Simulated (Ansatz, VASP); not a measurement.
**One calculation of Ru, two programs**

```
Ru
1.0
     4.23922    0.00000    0.00000
    -2.11961    3.67127    0.00000
     0.00000    0.00000    2.66387
Ru
3
Direct
  0.00000 0.00000 0.00000
  0.33333 0.66667 0.50000
  0.66667 0.33333 0.50000
```

Alike in both runs: task single point; functional r2SCAN; k mesh 11 × 11 × 16; occupations fermi-dirac, width 0.05 eV; collinear spin.

```csv
,VASP,Ansatz
version,VASP 6.6.1,Ansatz 0.2.0
potentials or method,"VASP PAW PBE potentials, release 64 (Ru_pv), cutoff 520 eV","plane waves (500 eV) with PAW, scalar-relativistic"
valence electrons in the cell,42,48
```

```csv
,VASP,Ansatz,Ansatz less VASP
net moment per atom (μB),0.00,0.00,0.000
```

VASP's potentials were made for PBE, not for r2SCAN. With one functional, cell and mesh, what is left measures potentials, basis and numerics. VASP's potentials hold 42 valence electrons a cell and Ansatz's 48, so a difference there can come from the potentials and not from the codes. Ansatz's warnings: seeded moment not kept, stability check not made.
